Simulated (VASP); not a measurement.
A run of VASP 6.6.1:

File INCAR:

```
SYSTEM = SiO2
  PREC = Accurate
  ENCUT = 520
  EDIFF = 1E-7
  ISMEAR = -1
  SIGMA = 0.02
  LREAL = .False.
  LASPH = .True.
  NELM = 100
  ALGO = Normal
  ISIF = 2
  LWAVE = .False.
  LCHARG = .False.
  GGA = PE
  IBRION = 2
  NSW = 80
  EDIFFG = -0.02
```

The input KPOINTS:

```
Automatic mesh
0
Gamma
  5 5 4
  0 0 0
```

Contents of POSCAR:

```
SiO2
1.0
    4.6320000000      0.0000000000      0.0000000000
    0.0000000000      4.6320000000      0.0000000000
    0.0000000000      0.0000000000      6.2090000000
Si O
4 8
Direct
    0.3353000000      0.3353000000      0.0000000000
    0.1647000000      0.8353000000      0.2500000000
    0.6647000000      0.6647000000      0.5000000000
    0.8353000000      0.1647000000      0.7500000000
    0.2276000000      0.1768000000      0.2228000000
    0.3232000000      0.7276000000      0.4728000000
    0.7724000000      0.8232000000      0.7228000000
    0.6768000000      0.2724000000      0.9728000000
    0.7276000000      0.3232000000      0.5272000000
    0.8232000000      0.7724000000      0.2772000000
    0.2724000000      0.6768000000      0.0272000000
    0.1768000000      0.2276000000      0.7772000000
```

Potentials or basis: VASP PAW PBE potentials, release 64 (Si, O).

Command:

```sh
$ cat potpaw_PBE.64/Si/POTCAR potpaw_PBE.64/O/POTCAR > POTCAR
$ mpirun -np 1 vasp_std > vasp.out
```

Hardware: 1 thread of Oxide Virtual Turin-like Processor, on a shared host.

Question: How long does it take, and how much memory?

Answer: It took 13 min on 1 thread of Oxide Virtual Turin-like Processor, on a shared host, peak memory 0.23 GiB. Counts: scf iterations 91, k points 18, ion steps 10.
